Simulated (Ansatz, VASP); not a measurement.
## AlN in VASP and in Ansatz

```
CELL_PARAMETERS angstrom
3.11300 0.00000 0.00000
-1.55650 2.69594 0.00000
0.00000 0.00000 4.98100
ATOMIC_POSITIONS crystal
Al 0.33333 0.66667 0.00000
Al 0.66667 0.33333 0.50000
N 0.33333 0.66667 0.38000
N 0.66667 0.33333 0.88000
```

Alike in both runs: task relaxation of cell and atoms; functional PBEsol; k mesh 14 × 14 × 8; occupations fermi-dirac, width 0.08 eV; no spin polarisation.

|  | VASP | Ansatz |
| --- | --- | --- |
| version | VASP 6.6.1 | Ansatz 0.2.0 |
| potentials or method | VASP PAW PBE potentials, release 64 (Al, N) | PAW with Ansatz's default frozen-core files, scalar-relativistic |
| plane-wave cutoff (eV) | 600 | 420 |
| valence electrons in the cell | 16 | 16 |

```tsv
	VASP	Ansatz	Ansatz less VASP
relaxed volume (Å³/atom)	10.45	10.46	+0.007
relaxed cell length with the largest relative difference (Å)	3.113	3.114	+0.0008
```

VASP's potentials were made for PBE, not for PBEsol.
